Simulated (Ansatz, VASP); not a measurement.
HfO2 in VASP and in Ansatz

The input INCAR:

```
SYSTEM = HfO2
PREC = Accurate
ENCUT = 600
EDIFF = 1E-6
ISMEAR = 0
SIGMA = 0.01
LREAL = .FALSE.
LASPH = .TRUE.
NELM = 80
ALGO = Normal
ISIF = 3
LWAVE = .FALSE.
LCHARG = .FALSE.
GGA = PE
IBRION = 2
NSW = 80
EDIFFG = -0.001
```

Contents of KPOINTS:

```
regular mesh
0
G
  8 8 8
  0 0 0
```

POSCAR

```
HfO2
1.0
    0.0000000000      2.5488057606      2.5488057606
    2.5488057606      0.0000000000      2.5488057606
    2.5488057606      2.5488057606      0.0000000000
Hf O
1 2
Direct
    0.0000000000      0.0000000000      0.0000000000
    0.2500000000      0.2500000000      0.2500000000
    0.7500000000      0.7500000000      0.7500000000
```

Input for Ansatz:

```yaml
crystal:
  lattice:
    - [0.0, 2.5488057606, 2.5488057606]
    - [2.5488057606, 0.0, 2.5488057606]
    - [2.5488057606, 2.5488057606, 0.0]
  atoms:
    - { symbol: Hf, position: [0.0, 0.0, 0.0] }
    - { symbol: O, position: [0.25, 0.25, 0.25] }
    - { symbol: O, position: [0.75, 0.75, 0.75] }
basis:
  ecutwfc: 420
kpoints:
  mp_grid: { grid: [8, 8, 8] }
hamiltonian:
  xc: pbe
scf:
  occupations: { method: fixed }
output:
  forces: true
  stress: true
  eigenvalues: true
relax:
  adjacent_minimum: "off"
  f_tol: 0.001
  max_steps: 60
  cell: { stress_tol: 0.01 }
```

Alike in both runs: task relaxation of cell and atoms; functional PBE; k mesh 8 × 8 × 8; no spin polarisation.

```csv
,VASP,Ansatz
version,VASP 6.6.1,Ansatz 0.2.0
potentials or method,"VASP PAW PBE potentials, release 64 (Hf_pv, O), cutoff 600 eV","scalar-relativistic, plane waves, PAW"
occupations,"gaussian, width 0.01 eV",fixed
valence electrons in the cell,22,38
```

VASP gave:

| Property | Result |
| --- | --- |
| gap on the k mesh at the Fermi level, each at its own relaxed structure (eV) | 3.80 |
| relaxed volume (Å³/atom) | 10.87 |
| relaxed cell length with the largest relative difference (Å) | 3.586 |

Task: Which values does Ansatz return?

Result: gap on the k mesh at the Fermi level, each at its own relaxed structure (eV): 3.75; relaxed volume (Å³/atom): 11.04; relaxed cell length with the largest relative difference (Å): 3.605.

VASP's potentials hold 22 valence electrons a cell and Ansatz's 38, so a difference there can come from the potentials and not from the codes.

Spin-orbit coupling is off throughout.
